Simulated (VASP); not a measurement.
Ti, 2 atoms in the cell. Symmetry: P6_3/mmc, No. 194, hexagonal system. Conventional cell: a = 3.038 Å, b = 3.038 Å, c = 4.686 Å, α = 90.00°, β = 90.00°, γ = 120.00°. Within 3.9 Å of Ti (site symmetry -6m2) lie 12 Ti at 2.93 to 3.04 Å.  This cell differs from its parent crystal: equal xx and yy strain of +3 %.

| Item | Value |
| --- | --- |
| Program | VASP 6.6.1 |
| Task | electric field gradients |
| Functional | PBEsol |
| Potentials or basis | VASP PAW PBE potentials, release 64 (Ti_sv) |
| Cutoff | 400 eV |
| k mesh | 13 × 13 × 7 |
| Occupations | fermi-dirac, width 0.08 eV |
| Spin | no spin polarisation |
| Dipole correction | no |
| Further INCAR settings | ALGO = Normal; EDIFF = 1e-08; NBANDS = 19 |

Potentials or basis: VASP PAW PBE potentials, release 64 (Ti_sv).

Command:

```bash
$ cat potpaw_PBE.64/Ti_sv/POTCAR > POTCAR
$ mpirun -np 1 vasp_std > vasp.out
```

Hardware: 1 thread of AMD EPYC 9R45 96-Core Processor (Zen 5), on a shared host.

Q: Estimate the wall time of this run.

A: Run time: 19 s on 1 thread of AMD EPYC 9R45 96-Core Processor (Zen 5), with other jobs on the host, peak memory 0.12 GiB. Counts: scf iterations 19, k points 84.
